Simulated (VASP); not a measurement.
# MgO in VASP: further runs, part 2 of 2

VASP 6.6.1.

### Step 4. Single point, PBE (uniaxial x strain +2.0%)

The input, INCAR:

```
SYSTEM = MgO
PREC = Accurate
ENCUT = 600
EDIFF = 1E-6
ISMEAR = 0
SIGMA = 0.01
LREAL = .FALSE.
LASPH = .TRUE.
NELM = 120
ALGO = Normal
ISIF = 2
LWAVE = .FALSE.
LCHARG = .FALSE.
GGA = PE
NBANDS = 11
GGA_COMPAT = .FALSE.
```

The input, KPOINTS:

```
regular mesh
0
G
  6 6 6
  0 0 0
```

The input, POSCAR:

```
MgO
1.0
    0.0000000000      2.2820056627      2.2820056627
    2.3276457760      0.0000000000      2.2820056627
    2.3276457760      2.2820056627      0.0000000000
Mg O
1 1
Direct
    0.0000000000      0.0000000000      0.0000000000
    0.2500000000      0.2500000000      0.2500000000
```

Potentials or basis: VASP PAW PBE potentials, release 64 (Mg, O).

On the command line:

```console
> cat potpaw_PBE.64/Mg/POTCAR potpaw_PBE.64/O/POTCAR > POTCAR
> mpirun -np 1 vasp_std > vasp.out
```

OUTCAR:

```text
SYSTEM = MgO
   PREC = Accurate
   ENCUT = 600
   EDIFF = 1E-6
   ISMEAR = 0
   LREAL = .FALSE.
   LASPH = .TRUE.
   NELM = 120
   ISIF = 2
   GGA = PE

 ion  position               nearest neighbor table
   1  0.000  0.000  0.000-   2 1.99   2 1.99   2 1.99   2 1.99
   2  0.250  0.250  0.250-   1 1.99   1 1.99   1 1.99   1 1.99

  LATTYP: Found a body centered tetragonal cell.
 ALAT       =     3.2272433576
 C/A-ratio  =     1.4424978336

  Lattice vectors:

 A1 = (   2.3276457760,   0.0000000000,   2.2820056627)
 A2 = (   2.3276457760,   0.0000000000,  -2.2820056627)
 A3 = (  -2.3276457760,   2.2820056627,   0.0000000000)

Analysis of symmetry for initial positions (statically):
=====================================================================
 Subroutine PRICEL returns:
 Original cell was already a primitive cell.

 Routine SETGRP: Setting up the symmetry group for a
 body centered tetragonal supercell.

 Subroutine GETGRP returns: Found  8 space group operations
 (whereof  8 operations were pure point group operations)
 out of a pool of 16 trial point group operations.

The static configuration has the point symmetry D_2d.

Analysis of symmetry for dynamics (positions and initial velocities):
=====================================================================
 Subroutine PRICEL returns:
 Original cell was already a primitive cell.

 Routine SETGRP: Setting up the symmetry group for a
 body centered tetragonal supercell.

 Subroutine GETGRP returns: Found  8 space group operations
 (whereof  8 operations were pure point group operations)
 out of a pool of 16 trial point group operations.

The dynamic configuration has the point symmetry D_2d.

 Subroutine INISYM returns: Found  8 space group operations
 (whereof  8 operations are pure point group operations),
 and found     1 'primitive' translations

----------------------------------------------------------------------------------------

                                     Primitive cell

  volume of cell :      24.2427

  direct lattice vectors                    reciprocal lattice vectors
     0.000000000  2.282005663  2.282005663    -0.214809317  0.219105504  0.219105504
     2.327645776  0.000000000  2.282005663     0.214809317 -0.219105504  0.219105504
     2.327645776  2.282005663  0.000000000     0.214809317  0.219105504 -0.219105504

  length of vectors
     3.227243358  3.259675552  3.259675552     0.377037778  0.377037778  0.377037778

  position of ions in fractional coordinates (direct lattice)
     0.000000000  0.000000000  0.000000000
     0.250000000  0.250000000  0.250000000

  ion indices of the primitive-cell ions
   primitive index   ion index
                 1           1
                 2           2

----------------------------------------------------------------------------------------

 KPOINTS: regular mesh

Automatic generation of k-mesh.
 Grid dimensions read from file:
 generate k-points for:    6    6    6

 Generating k-lattice:

  Cartesian coordinates                     Fractional coordinates (reciprocal lattice)
    -0.035801553  0.036517584  0.036517584     0.166666667 -0.000000000 -0.000000000
     0.035801553 -0.036517584  0.036517584     0.000000000  0.166666667  0.000000000
     0.035801553  0.036517584 -0.036517584     0.000000000  0.000000000  0.166666667

  Length of vectors
     0.062839630  0.062839630  0.062839630

  Shift w.r.t. Gamma in fractional coordinates (k-lattice)
     0.000000000  0.000000000  0.000000000

 Subroutine IBZKPT returns following result:
 ===========================================

 Found     30 irreducible k-points:

 Following reciprocal coordinates:
            Coordinates               Weight
  0.000000  0.000000  0.000000      1.000000
  0.166667  0.000000  0.000000      8.000000
  0.333333  0.000000  0.000000      8.000000
  0.500000  0.000000  0.000000      4.000000
  0.166667  0.166667  0.000000      4.000000
  0.333333  0.166667 -0.000000     16.000000
[... 16 lines left out ...]
 -0.333333  0.500000  0.166667      4.000000
  0.333333 -0.333333  0.166667      8.000000
 [... further k-points ...]
   k-points           NKPTS =     30   k-points in BZ     NKDIM =     30   number of bands    NBANDS=     11
   number of dos      NEDOS =    301   number of ions     NIONS =      2
   total plane-waves  NPLWV =  21952
   dimension x,y,z NGX =    28 NGY =   28 NGZ =   28
   dimension x,y,z NGXF=    56 NGYF=   56 NGZF=   56
   ions per type =               1   1
   NGX,Y,Z   is equivalent  to a cutoff of  14.42, 14.28, 14.28 a.u.
   NGXF,Y,Z  is equivalent  to a cutoff of  28.85, 28.56, 28.56 a.u.
 SYSTEM =  MgO
   PREC   = accura    normal or accurate (medium, high low for compatibility)
   ISTART =      0    job   : 0-new  1-cont  2-samecut
   ICHARG =      2    charge: 1-file 2-atom 10-const
   ISPIN  =      1    spin polarized calculation?
   LNONCOLLINEAR =      F non collinear calculations
   LSORBIT =      F    spin-orbit coupling
   LASPH  =      T    aspherical Exc in radial PAW
   ENCUT  =  600.0 eV  44.10 Ry    6.64 a.u.   6.45  6.51  6.51*2*pi/ulx,y,z
   NELM   =    120;   NELMIN=  2; NELMDL= -5     # of ELM steps
   EDIFF  = 0.1E-05   stopping-criterion for ELM
   LREAL  =      F    real-space projection
   EDIFFG = 0.1E-04   stopping-criterion for IOM
   NSW    =      0    number of steps for IOM
   IBRION =     -1    ionic relax: 0-MD 1-quasi-New 2-CG
   NFREE  =      0    steps in history (QN), initial steepest desc. (CG)
   ISIF   =      2    stress and relaxation
   ISYM   =      2    0-nonsym 1-usesym 2-fastsym
   POTIM  = 0.5000    time-step for ionic-motion
   TEBEG  =    0.0;   TEEND  =   0.0 temperature during run
   PSTRESS=    0.0 pullay stress
   NELECT =       8.0000    total number of electrons
   NUPDOWN=      -1.0000    fix difference up-down
   EMIN   =  10.00;   EMAX   =-10.00  energy-range for DOS
   EFERMI =   0.00;   METHOD = LEGACY
   ISMEAR =     0;   SIGMA  =   0.01  broadening in eV -4-tet -1-fermi 0-gaus
   EFERMI_NEDOS =   21; number of points for ismear=-14 and -15
   IALGO  =     38    algorithm
   IMIX   =      4    mixing-type and parameters
     AMIX     =   0.40;   BMIX     =  1.00
     AMIX_MAG =   1.60;   BMIX_MAG =  1.00
  volume/ion in A,a.u.               =      12.12        81.80
  Fermi-wavevector in a.u.,A,eV,Ry     =   1.131301  2.137848 17.413297  1.279841
  Thomas-Fermi vector in A             =   2.267999
   LORBIT       =      0    0 simple, 1 ext, 2 COOP (PROOUT), +10 PAW based schemes
   GGA     = PE    functional components
   LHFCALC =     F    Hartree Fock is set to
   AEXX    =    0.0000 exact exchange contribution
   IVDW    =     0    specifies the selected vdW correction
   LEPSILON=     F    determine dielectric tensor
   LRPA    =     F    only Hartree local field effects (RPA)
 non-spin polarized calculation
 Gauss-broadening in eV      SIGMA  =   0.01
  energy-cutoff  :      600.00
  volume of cell :       24.24
 maximum number of plane-waves:       837
 NGX is ok and might be reduce to    28
   NGX = 13   NGY = 13   NGZ = 13

 number of electron       8.0000002 magnetization

 Free energy of the ion-electron system (eV)
  ---------------------------------------------------
  ext. energy  EPLUGINS =         0.00000000
  ---------------------------------------------------
  free energy    TOTEN  =       -11.70220541 eV

  energy without entropy =      -11.70220541  energy(sigma->0) =      -11.70220541

 E-fermi :   0.7650     XC(G=0):  -9.6356

 val. band max:        0.7007224933   @ k =   0.0000   0.0000   0.0000
 cond. band min:       4.2161740978   @ k =   0.0000   0.0000   0.0000
 fundamental gap:      3.5154516046
 Fermi energy:         0.7649636157

 k-point     1 :       0.0000    0.0000    0.0000
  band No.  band energies     occupation
      1     -15.1577      2.00000
      2       0.6571      2.00000
      3       0.7007      2.00000
      4       0.7007      2.00000
      5       4.2162      0.00000
      6      17.2866      0.00000
      7      17.2866      0.00000
      8      17.2876      0.00000
      9      20.4769      0.00000
     10      20.5003      0.00000
     11      21.0633      0.00000
[... 309 lines left out ...]
 k-point    24 :       0.3333   -0.3333    0.1667
  band No.  band energies     occupation
      1     -14.3651      2.00000
      2      -1.5070      2.00000
      3      -0.6419      2.00000
      4       0.0527      2.00000
      5       8.6854      0.00000
      6      11.4745      0.00000
      7      13.7847      0.00000
      8      15.4151      0.00000
      9      20.1011      0.00000
     10      21.0129      0.00000
     11      25.8405      0.00000

 [... further k-points ...]
[... 5 lines left out ...]
  --------------------------------------------------------------------------------------
  -------------------------------------------------------------------------------------
  Total        0.0278943      0.1641647      0.1641647     -0.0000000      0.0000000      0.0000000
  in kB        1.8435092     10.8495100     10.8495100     -0.0000000      0.0000000      0.0000000
  external PRESSURE =       7.8475098 kB  Pullay stress =       0.0000000 kB

 VOLUME and BASIS-vectors are now :
 -----------------------------------------------------------------------------
  energy-cutoff  :      600.00
  volume of cell :       24.24
      direct lattice vectors                 reciprocal lattice vectors
     0.000000000  2.282005663  2.282005663    -0.214809317  0.219105504  0.219105504
     2.327645776  0.000000000  2.282005663     0.214809317 -0.219105504  0.219105504
     2.327645776  2.282005663  0.000000000     0.214809317  0.219105504 -0.219105504

 POSITION                                       TOTAL-FORCE (eV/Angst)
 -----------------------------------------------------------------------------------
      0.00000      0.00000      0.00000        -0.000000     -0.000000     -0.000000
      1.16382      1.14100      1.14100         0.000000      0.000000      0.000000
 -----------------------------------------------------------------------------------
    total drift:                                0.000000     -0.000000     -0.000000

  FREE ENERGIE OF THE ION-ELECTRON SYSTEM (eV)
  ---------------------------------------------------
  free  energy   TOTEN  =       -11.7022054080 eV

  energy  without entropy=      -11.7022054080  energy(sigma->0) =      -11.70220541
```

It took 10 s on 1 thread of Intel Xeon Platinum 8259CL at 2.50GHz (Skylake/Cascade Lake), shared host; peak memory 0.15 GiB.

What came out:

| Item | Value |
| --- | --- |
| Free energy | -11.7022 eV |
| Pressure | 0.8 GPa |
| Band gap on the k mesh | 3.52 eV, direct |

Caveat: the cell differs from its parent crystal (uniaxial x strain +2.0%).

### Step 5. Single point, PBE (epitaxial 111 strain +4.0%)

The input, INCAR:

```
PREC     = Accurate       # precision mode
ENCUT    = 600            # plane-wave cutoff, eV
EDIFF    = 1E-6           # SCF threshold, eV
ISMEAR   = 0              # smearing method
SIGMA    = 0.01           # smearing width, eV
LREAL    = False          # projectors in reciprocal space
LASPH    = True           # aspherical terms in the spheres
NELM     = 120            # most SCF steps
ALGO     = Normal         # electronic algorithm
ISIF     = 2              # what is computed and relaxed
LWAVE    = False          # write WAVECAR
LCHARG   = False          # write CHGCAR
GGA      = PE             # functional
NBANDS   = 11             # bands
GGA_COMPAT= False
```

The input, KPOINTS:

```
Automatic mesh
0
Gamma
  6 6 6
```

The input, POSCAR:

```
MgO
1.0
   -0.0943766280      2.2789092612      2.2789092612
    2.2789092612     -0.0943766280      2.2789092612
    2.2789092612      2.2789092612     -0.0943766280
Mg O
1 1
Direct
   -0.0035052988     -0.0035052988     -0.0035052988
    0.2535052988      0.2535052988      0.2535052988
```

Potentials or basis: VASP PAW PBE potentials, release 64 (Mg, O).

On the command line:

```console
> cat potpaw_PBE.64/Mg/POTCAR potpaw_PBE.64/O/POTCAR > POTCAR
> mpirun -np 1 vasp_std > vasp.out
```

OUTCAR:

```text
PREC = Accurate
   ENCUT = 600
   EDIFF = 1E-6
   ISMEAR = 0
   LREAL = False
   LASPH = True
   NELM = 120
   ISIF = 2
   GGA = PE

 ion  position               nearest neighbor table
   1  0.996  0.996  0.996-   2 1.99   2 2.03   2 2.03   2 2.03
   2  0.254  0.254  0.254-   1 1.99   1 2.03   1 2.03   1 2.03

  LATTYP: Found a trigonal (rhomboedric) cell.
 ALAT       =     3.2242459257
 COS(alpha) =     0.4581940193

  Lattice vectors:

 A1 = (  -0.0943766280,   2.2789092612,   2.2789092612)
 A2 = (   2.2789092612,  -0.0943766280,   2.2789092612)
 A3 = (   2.2789092612,   2.2789092612,  -0.0943766280)

Analysis of symmetry for initial positions (statically):
=====================================================================
 Subroutine PRICEL returns:
 Original cell was already a primitive cell.

 Routine SETGRP: Setting up the symmetry group for a
 trigonal (rhombohedral) supercell.

 Subroutine GETGRP returns: Found  6 space group operations
 (whereof  6 operations were pure point group operations)
 out of a pool of 12 trial point group operations.

The static configuration has the point symmetry C_3v.

Analysis of symmetry for dynamics (positions and initial velocities):
=====================================================================
 Subroutine PRICEL returns:
 Original cell was already a primitive cell.

 Routine SETGRP: Setting up the symmetry group for a
 trigonal (rhombohedral) supercell.

 Subroutine GETGRP returns: Found  6 space group operations
 (whereof  6 operations were pure point group operations)
 out of a pool of 12 trial point group operations.

The dynamic configuration has the point symmetry C_3v.

 Subroutine INISYM returns: Found  6 space group operations
 (whereof  6 operations are pure point group operations),
 and found     1 'primitive' translations

----------------------------------------------------------------------------------------

                                     Primitive cell
[... 114 lines left out ...]
  Thomas-Fermi vector in A             =   2.254298
   LORBIT       =      0    0 simple, 1 ext, 2 COOP (PROOUT), +10 PAW based schemes
   GGA     = PE    functional components
   LHFCALC =     F    Hartree Fock is set to
   AEXX    =    0.0000 exact exchange contribution
   IVDW    =     0    specifies the selected vdW correction
   LEPSILON=     F    determine dielectric tensor
   LRPA    =     F    only Hartree local field effects (RPA)
 non-spin polarized calculation
 Gauss-broadening in eV      SIGMA  =   0.01
  energy-cutoff  :      600.00
  volume of cell :       25.14
 maximum number of plane-waves:       857
 NGX is ok and might be reduce to    28
   NGX = 13   NGY = 13   NGZ = 13

 number of electron       8.0000000 magnetization

 Free energy of the ion-electron system (eV)
  ---------------------------------------------------
  ext. energy  EPLUGINS =         0.00000000
  ---------------------------------------------------
  free energy    TOTEN  =       -11.66744394 eV

  energy without entropy =      -11.66744394  energy(sigma->0) =      -11.66744394

 E-fermi :   0.8630     XC(G=0):  -9.4852

 val. band max:        0.7084255024   @ k =   0.0000   0.0000   0.0000
 cond. band min:       3.8105618840   @ k =   0.0000   0.0000   0.0000
 fundamental gap:      3.1021363816
 Fermi energy:         0.8630203030

 k-point     1 :       0.0000    0.0000    0.0000
  band No.  band energies     occupation
      1     -15.2272      2.00000
      2       0.4320      2.00000
      3       0.4320      2.00000
      4       0.7084      2.00000
      5       3.8106      0.00000
      6      16.1911      0.00000
      7      16.1911      0.00000
      8      17.8328      0.00000
      9      19.8341      0.00000
     10      19.8341      0.00000
     11      20.5561      0.00000
[... 309 lines left out ...]
 k-point    24 :      -0.3333    0.5000    0.1667
  band No.  band energies     occupation
      1     -14.4509      2.00000
      2      -1.5041      2.00000
      3      -0.7043      2.00000
      4      -0.3738      2.00000
      5       7.5839      0.00000
      6      11.7566      0.00000
      7      13.6723      0.00000
      8      14.4526      0.00000
      9      18.3441      0.00000
     10      22.5386      0.00000
     11      23.3297      0.00000

 [... further k-points ...]
[... 5 lines left out ...]
  --------------------------------------------------------------------------------------
  -------------------------------------------------------------------------------------
  Total       -0.5239671     -0.5239671     -0.5239671      0.4878470      0.4878470      0.4878470
  in kB      -33.3921658    -33.3921658    -33.3921658     31.0902501     31.0902501     31.0902501
  external PRESSURE =     -33.3921658 kB  Pullay stress =       0.0000000 kB

 VOLUME and BASIS-vectors are now :
 -----------------------------------------------------------------------------
  energy-cutoff  :      600.00
  volume of cell :       25.14
      direct lattice vectors                 reciprocal lattice vectors
    -0.094376628  2.278909261  2.278909261    -0.206223709  0.215133028  0.215133028
     2.278909261 -0.094376628  2.278909261     0.215133028 -0.206223709  0.215133028
     2.278909261  2.278909261 -0.094376628     0.215133028  0.215133028 -0.206223709

 POSITION                                       TOTAL-FORCE (eV/Angst)
 -----------------------------------------------------------------------------------
      4.44780      4.44780      4.44780        -0.016826     -0.016826     -0.016826
      1.13151      1.13151      1.13151         0.016826      0.016826      0.016826
 -----------------------------------------------------------------------------------
    total drift:                               -0.000162     -0.000162     -0.000162

  FREE ENERGIE OF THE ION-ELECTRON SYSTEM (eV)
  ---------------------------------------------------
  free  energy   TOTEN  =       -11.6674439363 eV

  energy  without entropy=      -11.6674439363  energy(sigma->0) =      -11.66744394
```

OSZICAR:

```text
N       E                     dE             d eps       ncg     rms          rms(c)
DAV:   1     0.198533844049E+02    0.19853E+02   -0.46418E+03   784   0.700E+02
DAV:   2    -0.128501372820E+02   -0.32704E+02   -0.31615E+02   811   0.139E+02
DAV:   3    -0.138232883320E+02   -0.97315E+00   -0.97231E+00   887   0.228E+01
DAV:   4    -0.138263049727E+02   -0.30166E-02   -0.30166E-02   770   0.144E+00
DAV:   5    -0.138263179238E+02   -0.12951E-04   -0.12951E-04   858   0.922E-02    0.825E+00
DAV:   6    -0.117132381377E+02    0.21131E+01   -0.14011E+01   779   0.192E+01    0.292E+00
DAV:   7    -0.116743741730E+02    0.38864E-01   -0.16128E-01   766   0.294E+00    0.154E+00
DAV:   8    -0.116683848107E+02    0.59894E-02   -0.55071E-02   764   0.256E+00    0.376E-01
DAV:   9    -0.116673688089E+02    0.10160E-02   -0.13398E-03   818   0.261E-01    0.205E-01
DAV:  10    -0.116674409330E+02   -0.72124E-04   -0.99318E-04   773   0.242E-01    0.150E-02
DAV:  11    -0.116674423241E+02   -0.13911E-05   -0.21174E-05   844   0.277E-02    0.829E-03
DAV:  12    -0.116674440356E+02   -0.17115E-05   -0.39967E-06   776   0.133E-02    0.238E-03
DAV:  13    -0.116674439363E+02    0.99272E-07   -0.78383E-08   430   0.251E-03
   1 F= -.11667444E+02 E0= -.11667444E+02  d E =-.419309-108
```

It took 11 s on 1 thread of Intel Xeon Platinum 8259CL at 2.50GHz (Skylake/Cascade Lake), shared host; peak memory 0.16 GiB.

Results:

```
Free energy            : -11.6674 eV
Pressure               : -3.3 GPa
Largest force          : 0.029 eV/Å
Band gap on the k mesh : 3.10 eV, direct
```

Forces on the atoms (eV/Å):
```
Mg  -0.017 -0.017 -0.017
O    0.017  0.017  0.017
```

Caveat: the cell differs from its parent crystal (epitaxial 111 strain +4.0%).

### Step 6. Summary

| cell | gap on the mesh (eV) | pressure (GPa) |
| --- | --- | --- |
| a = 3.098 Å, angles 60.0°, 2 atoms | 4.38 | 23.6 |
| a = 3.309, b = 3.309, c = 3.227 Å, angles 60.8, 60.8, 58.4°, 2 atoms | 3.32 | -2.6 |
| a = 3.227, b = 3.260, c = 3.260 Å, angles 59.3, 60.3, 60.3°, 2 atoms | 3.52 | 0.8 |
| a = 3.224 Å, angles 62.7°, 2 atoms | 3.10 | -3.3 |

Alike in all rows: task single point; level PBE; potentials or basis VASP PAW PBE potentials, release 64 (Mg, O); no spin polarisation; k mesh 6 × 6 × 6; cutoff (eV) 600; smearing gaussian 0.01 eV.

Total energies depend on the potentials used, so only differences within one code and one set of settings carry meaning.
